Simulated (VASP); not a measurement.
# Sc2SiF2 (P-3m1) in VASP: notebook

Runs on Sc2SiF2. Level: PBE. Tasks: single point, relaxation of cell and atoms.

All numbers are computed with VASP 6.6.1; they aren't measurements. Logs are shortened: lines on timing, memory, paths and dates and some standing lists are left out, and cuts for length are marked.

## 1. The cell of the first run

The structure is trigonal, space group P-3m1 (No. 164). Conventional cell: a = 3.513 Å, b = 3.513 Å, c = 6.243 Å, α = 90.00°, β = 90.00°, γ = 120.00°. Within 2.8 Å of Sc (site symmetry 3m) lie 4 F at 2.06 to 2.10 Å and 3 Si at 2.72 Å. Within 3.6 Å of Si (site symmetry -3m) lie 6 Sc at 2.72 Å and 6 F at 3.12 Å and 6 Si at 3.51 Å. Within 2.7 Å of F (site symmetry 3m) lie 4 Sc at 2.06 to 2.10 Å and 3 F at 2.52 Å.

The cell was generated, and may not be a known phase.

## 2. Single point, PBE

INCAR reads:

```
PREC = Accurate
ENCUT = 600
EDIFF = 1E-6
ISMEAR = 0
SIGMA = 0.1
LREAL = False
LASPH = True
NELM = 120
ALGO = Normal
ISIF = 2
LWAVE = False
LCHARG = False
GGA = PE
NBANDS = 28
GGA_COMPAT = False
```

KPOINTS reads:

```
regular mesh
0
Gamma
  6 6 4
```

POSCAR reads:

```
Sc2SiF2
1.0
    3.5127154600      0.0000000000      0.0000000000
   -1.7563577300      3.0421008200      0.0000000000
    0.0000000000      0.0000000000      6.2429809200
Sc Si F
2 1 2
Direct
    0.3333333300      0.6666666700      0.2899999900
    0.6666666700      0.3333333300      0.7100000100
    0.0000000000      0.0000000000      0.0000000000
    0.3333333300      0.6666666700      0.6200000000
    0.6666666700      0.3333333300      0.3800000000
```

Potentials or basis: VASP PAW PBE potentials, release 64 (Sc_sv, Si, F).

Run with:

```
$ cat potpaw_PBE.64/Sc_sv/POTCAR potpaw_PBE.64/Si/POTCAR potpaw_PBE.64/F/POTCAR > POTCAR
$ mpirun -np 1 vasp_std > vasp.out
```

OUTCAR:

```text
PREC = Accurate
   ENCUT = 600
   EDIFF = 1E-6
   ISMEAR = 0
   LREAL = False
   LASPH = True
   NELM = 120
   ISIF = 2
   GGA = PE

 ion  position               nearest neighbor table
   1  0.333  0.667  0.290-   4 2.06   5 2.10   5 2.10   5 2.10   3 2.72   3 2.72   3 2.72   2 3.31
                             2 3.31   2 3.31
   2  0.667  0.333  0.710-   5 2.06   4 2.10   4 2.10   4 2.10   3 2.72   3 2.72   3 2.72   1 3.31
                             1 3.31   1 3.31
   3  0.000  0.000  0.000-   1 2.72   2 2.72   1 2.72   2 2.72   2 2.72   1 2.72
   4  0.333  0.667  0.620-   1 2.06   2 2.10   2 2.10   2 2.10
   5  0.667  0.333  0.380-   2 2.06   1 2.10   1 2.10   1 2.10

  LATTYP: Found a hexagonal cell.
 ALAT       =     3.5127154600
 C/A-ratio  =     1.7772520977

  Lattice vectors:

 A1 = (   3.5127154600,   0.0000000000,   0.0000000000)
 A2 = (  -1.7563577300,   3.0421008200,   0.0000000000)
 A3 = (   0.0000000000,   0.0000000000,   6.2429809200)

Analysis of symmetry for initial positions (statically):
=====================================================================
 Subroutine PRICEL returns:
 Original cell was already a primitive cell.

 Routine SETGRP: Setting up the symmetry group for a
 hexagonal supercell.

 Subroutine GETGRP returns: Found 12 space group operations
 (whereof 12 operations were pure point group operations)
 out of a pool of 24 trial point group operations.

The static configuration has the point symmetry D_3d.

Analysis of symmetry for dynamics (positions and initial velocities):
=====================================================================
 Subroutine PRICEL returns:
 Original cell was already a primitive cell.

 Routine SETGRP: Setting up the symmetry group for a
 hexagonal supercell.

 Subroutine GETGRP returns: Found 12 space group operations
 (whereof 12 operations were pure point group operations)
 out of a pool of 24 trial point group operations.

The dynamic configuration has the point symmetry D_3d.

 Subroutine INISYM returns: Found 12 space group operations
 (whereof 12 operations are pure point group operations),
 and found     1 'primitive' translations

----------------------------------------------------------------------------------------

                                     Primitive cell

  volume of cell :      66.7127

  direct lattice vectors                    reciprocal lattice vectors
     3.512715460  0.000000000  0.000000000     0.284680046  0.164360102  0.000000000
    -1.756357730  3.042100820  0.000000000     0.000000000  0.328720203  0.000000000
     0.000000000  0.000000000  6.242980920     0.000000000  0.000000000  0.160179890

  length of vectors
     3.512715460  3.512715456  6.242980920     0.328720203  0.328720203  0.160179890

  position of ions in fractional coordinates (direct lattice)
     0.333333330  0.666666670  0.289999990
     0.666666670  0.333333330  0.710000010
     0.000000000  0.000000000  0.000000000
     0.333333330  0.666666670  0.620000000
     0.666666670  0.333333330  0.380000000

  ion indices of the primitive-cell ions
   primitive index   ion index
                 1           1
                 2           2
                 3           3
                 4           4
                 5           5

----------------------------------------------------------------------------------------

 KPOINTS: regular mesh

Automatic generation of k-mesh.
 Grid dimensions read from file:
 generate k-points for:    6    6    4

 Generating k-lattice:

  Cartesian coordinates                     Fractional coordinates (reciprocal lattice)
     0.047446674  0.027393350  0.000000000     0.166666667  0.000000000  0.000000000
     0.000000000  0.054786701  0.000000000     0.000000000  0.166666667  0.000000000
     0.000000000  0.000000000  0.040044973     0.000000000  0.000000000  0.250000000

  Length of vectors
     0.054786700  0.054786701  0.040044973

  Shift w.r.t. Gamma in fractional coordinates (k-lattice)
     0.000000000  0.000000000  0.000000000

 Subroutine IBZKPT returns following result:
 ===========================================

 Found     24 irreducible k-points:

 Following reciprocal coordinates:
            Coordinates               Weight
  0.000000  0.000000  0.000000      1.000000
  0.166667  0.000000  0.000000      6.000000
  0.333333  0.000000  0.000000      6.000000
  0.500000  0.000000  0.000000      3.000000
  0.166667  0.166667  0.000000      6.000000
  0.333333  0.166667  0.000000     12.000000
[... 16 lines left out ...]
  0.333333  0.166667  0.500000     12.000000
  0.333333  0.333333  0.500000      2.000000
   k-points           NKPTS =     24   k-points in BZ     NKDIM =     24   number of bands    NBANDS=     28
   number of dos      NEDOS =    301   number of ions     NIONS =      5
   total plane-waves  NPLWV =  39200
   dimension x,y,z NGX =    28 NGY =   28 NGZ =   50
   dimension x,y,z NGXF=    56 NGYF=   56 NGZF=  100
   ions per type =               2   1   2
   NGX,Y,Z   is equivalent  to a cutoff of  13.25, 13.25, 13.31 a.u.
   NGXF,Y,Z  is equivalent  to a cutoff of  26.50, 26.50, 26.63 a.u.
 SYSTEM =  unknown system
   PREC   = accura    normal or accurate (medium, high low for compatibility)
   ISTART =      0    job   : 0-new  1-cont  2-samecut
   ICHARG =      2    charge: 1-file 2-atom 10-const
   ISPIN  =      1    spin polarized calculation?
   LNONCOLLINEAR =      F non collinear calculations
   LSORBIT =      F    spin-orbit coupling
   LASPH  =      T    aspherical Exc in radial PAW
   ENCUT  =  600.0 eV  44.10 Ry    6.64 a.u.   7.02  7.02 12.47*2*pi/ulx,y,z
   NELM   =    120;   NELMIN=  2; NELMDL= -5     # of ELM steps
   EDIFF  = 0.1E-05   stopping-criterion for ELM
   LREAL  =      F    real-space projection
   EDIFFG = 0.1E-04   stopping-criterion for IOM
   NSW    =      0    number of steps for IOM
   IBRION =     -1    ionic relax: 0-MD 1-quasi-New 2-CG
   NFREE  =      0    steps in history (QN), initial steepest desc. (CG)
   ISIF   =      2    stress and relaxation
   ISYM   =      2    0-nonsym 1-usesym 2-fastsym
   POTIM  = 0.5000    time-step for ionic-motion
   TEBEG  =    0.0;   TEEND  =   0.0 temperature during run
   PSTRESS=    0.0 pullay stress
   NELECT =      40.0000    total number of electrons
   NUPDOWN=      -1.0000    fix difference up-down
   EMIN   =  10.00;   EMAX   =-10.00  energy-range for DOS
   EFERMI =   0.00;   METHOD = LEGACY
   ISMEAR =     0;   SIGMA  =   0.10  broadening in eV -4-tet -1-fermi 0-gaus
   EFERMI_NEDOS =   21; number of points for ismear=-14 and -15
   IALGO  =     38    algorithm
   IMIX   =      4    mixing-type and parameters
     AMIX     =   0.40;   BMIX     =  1.00
     AMIX_MAG =   1.60;   BMIX_MAG =  1.00
  volume/ion in A,a.u.               =      13.34        90.04
  Fermi-wavevector in a.u.,A,eV,Ry     =   1.380465  2.608700 25.928388  1.905683
  Thomas-Fermi vector in A             =   2.505339
   LORBIT       =      0    0 simple, 1 ext, 2 COOP (PROOUT), +10 PAW based schemes
   GGA     = PE    functional components
   LHFCALC =     F    Hartree Fock is set to
   AEXX    =    0.0000 exact exchange contribution
   IVDW    =     0    specifies the selected vdW correction
   LEPSILON=     F    determine dielectric tensor
   LRPA    =     F    only Hartree local field effects (RPA)
 non-spin polarized calculation
 Gauss-broadening in eV      SIGMA  =   0.10
  energy-cutoff  :      600.00
  volume of cell :       66.71
 maximum number of plane-waves:      2247
   NGX = 13   NGY = 13   NGZ = 25

 number of electron      39.9999995 magnetization

 Free energy of the ion-electron system (eV)
  ---------------------------------------------------
  ext. energy  EPLUGINS =         0.00000000
  ---------------------------------------------------
  free energy    TOTEN  =       -31.09173899 eV

  energy without entropy =      -31.07474688  energy(sigma->0) =      -31.08324294

 E-fermi :   7.1283     XC(G=0): -11.0516

 val. band max:        7.1264632671   @ k =   0.3333   0.0000   0.0000
 cond. band min:       7.1498865682   @ k =  -0.1667   0.5000   0.2500
 fundamental gap:      0.0234233011
 Fermi energy:         7.1282581476

 k-point     1 :       0.0000    0.0000    0.0000
  band No.  band energies     occupation
      1     -43.2079      2.00000
      2     -43.1564      2.00000
      3     -23.0022      2.00000
      4     -21.8432      2.00000
      5     -21.8432      2.00000
      6     -21.8398      2.00000
[... 20 lines left out ...]
     27       9.7158      0.00000
     28       9.7158      0.00000

 k-point     2 :       0.1667    0.0000    0.0000
  band No.  band energies     occupation
      1     -43.1980      2.00000
      2     -43.1526      2.00000
      3     -23.0470      2.00000
      4     -22.2354      2.00000
      5     -21.8623      2.00000
      6     -21.8549      2.00000
[... 20 lines left out ...]
     27       9.8254      0.00000
     28       9.8610      0.00000

 k-point     3 :       0.3333    0.0000    0.0000
  band No.  band energies     occupation
      1     -43.1765      2.00000
      2     -43.1468      2.00000
      3     -23.1346      2.00000
      4     -22.7314      2.00000
      5     -21.9140      2.00000
      6     -21.8990      2.00000
[... 20 lines left out ...]
     27      10.0010      0.00000
     28      10.0705      0.00000

 k-point     4 :       0.5000    0.0000    0.0000
  band No.  band energies     occupation
      1     -43.1633      2.00000
      2     -43.1463      2.00000
      3     -23.1527      2.00000
      4     -22.9645      2.00000
      5     -21.9169      2.00000
      6     -21.9061      2.00000
[... 20 lines left out ...]
     27      10.3295      0.00000
     28      10.5960      0.00000

 k-point     5 :       0.1667    0.1667    0.0000
  band No.  band energies     occupation
      1     -43.1822      2.00000
      2     -43.1479      2.00000
      3     -23.1124      2.00000
      4     -22.6060      2.00000
      5     -21.9269      2.00000
      6     -21.8802      2.00000
[... 20 lines left out ...]
     27       9.7888      0.00000
     28      10.0748      0.00000

 k-point     6 :       0.3333    0.1667    0.0000
  band No.  band energies     occupation
      1     -43.1633      2.00000
      2     -43.1463      2.00000
      3     -23.1457      2.00000
      4     -22.9346      2.00000
      5     -21.9674      2.00000
      6     -21.8977      2.00000
[... 463 lines left out ...]
      5     -21.9138      2.00000
      6     -21.8932      2.00000
[... 20 lines left out ...]
     27       9.8234      0.00000
     28      10.2876      0.00000

 k-point    22 :       0.1667    0.1667    0.5000
  band No.  band energies     occupation
      1     -43.1813      2.00000
      2     -43.1488      2.00000
      3     -23.1139      2.00000
      4     -22.6128      2.00000
      5     -21.9180      2.00000
      6     -21.8709      2.00000
[... 20 lines left out ...]
     27       9.7083      0.00000
     28       9.8699      0.00000

 k-point    23 :       0.3333    0.1667    0.5000
  band No.  band energies     occupation
      1     -43.1629      2.00000
      2     -43.1467      2.00000
      3     -23.1513      2.00000
      4     -22.9405      2.00000
      5     -21.9622      2.00000
      6     -21.8908      2.00000
[... 20 lines left out ...]
     27      10.0160      0.00000
     28      10.4684      0.00000

 k-point    24 :       0.3333    0.3333    0.5000
  band No.  band energies     occupation
      1     -43.1514      2.00000
      2     -43.1514      2.00000
      3     -23.0861      2.00000
      4     -23.0861      2.00000
      5     -22.0122      2.00000
      6     -21.9172      2.00000
[... 20 lines left out ...]
     27      10.3534      0.00000
     28      10.3534      0.00000

------------------------ aborting loop because EDIFF is reached ----------------------------------------

  FORCE on cell =-STRESS in cart. coord.  units (eV):
  Direction    XX          YY          ZZ          XY          YZ          ZX
  --------------------------------------------------------------------------------------
  -------------------------------------------------------------------------------------
  Total        8.5995925      8.5995925      9.4631135      0.0000000      0.0000000      0.0000000
  in kB      206.5284445    206.5284438    227.2668267      0.0000000      0.0000000      0.0000000
  external PRESSURE =     213.4412383 kB  Pullay stress =       0.0000000 kB

 VOLUME and BASIS-vectors are now :
 -----------------------------------------------------------------------------
  energy-cutoff  :      600.00
  volume of cell :       66.71
      direct lattice vectors                 reciprocal lattice vectors
     3.512715460  0.000000000  0.000000000     0.284680046  0.164360102  0.000000000
    -1.756357730  3.042100820  0.000000000     0.000000000  0.328720203  0.000000000
     0.000000000  0.000000000  6.242980920     0.000000000  0.000000000  0.160179890

 POSITION                                       TOTAL-FORCE (eV/Angst)
 -----------------------------------------------------------------------------------
     -0.00000      2.02807      1.81046         0.000000      0.000000     -3.749408
      1.75636      1.01403      4.43252        -0.000000      0.000000      3.749408
      0.00000      0.00000      0.00000        -0.000000      0.000000     -0.000000
     -0.00000      2.02807      3.87065         0.000000      0.000000     -0.446865
      1.75636      1.01403      2.37233         0.000000     -0.000000      0.446865
 -----------------------------------------------------------------------------------
    total drift:                                0.000000      0.000000      0.000000

  FREE ENERGIE OF THE ION-ELECTRON SYSTEM (eV)
  ---------------------------------------------------
  free  energy   TOTEN  =       -31.0917389870 eV

  energy  without entropy=      -31.0747468833  energy(sigma->0) =      -31.08324294
```

Wall time 35 s (1 thread of Oxide Virtual Turin-like, shared host); peak memory 0.18 GiB.

Results:

```
Free energy            : -31.0917 eV
Pressure               : 21.3 GPa
Largest force          : 3.749 eV/Å
Band gap on the k mesh : zero (bands 20 and 21 overlap by 1.78 eV)
```

Forces in eV/Å, atoms in the order of the input:
```
Sc   0.000  0.000 -3.749
Sc   0.000  0.000  3.749
Si   0.000  0.000  0.000
F    0.000  0.000 -0.447
F    0.000  0.000  0.447
```

Caveat: the cell stands under pressure; forces of over 1 eV/Å act on the atoms, so gaps and moduli don't describe the material at rest.

(Continued in part 2 of 2.)

The gap in the log of VASP goes by the Fermi energy; the results here count the filled bands.